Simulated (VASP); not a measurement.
BiTe:

```
Bi Te
1.0
     0.00000    3.19128    3.19128
     3.19128    0.00000    3.19128
     3.19128    3.19128    0.00000
Bi Te
1 1
Cartesian
  0.0000 0.0000 0.0000
  3.1913 3.1913 3.1913
```

Base run:

| Property | Result |
| --- | --- |
| Program | VASP 6.6.1 |
| Functional | PBEsol |
| Potentials or basis | VASP PAW PBE potentials, release 64 (Bi_d, Te) |
| Cutoff | 520 eV |
| k mesh | 7 × 7 × 7 |
| Occupations | fermi-dirac, width 0.05 eV |
| Spin | no spin polarisation |

Its results: band gap on the k mesh zero (an odd number of electrons rules out a gap without spin polarisation); pressure 0.5 GPa.

Task: The run is repeated on the same cell with these changes: functional from PBEsol to r2SCAN; further incar settings from ALGO = Normal; EDIFF = 1e-07; NBANDS = 18 to ALGO = Normal; EDIFF = 1e-06; NBANDS = 18. What comes out?

Result: Band gap on the k mesh zero (an odd number of electrons rules out a gap without spin polarisation); pressure 2.4 GPa.

Caveats: the PAW data sets were made with another functional, which shifts forces and pressure a little; spin-orbit coupling is left out, which moves the levels of the heavy elements.
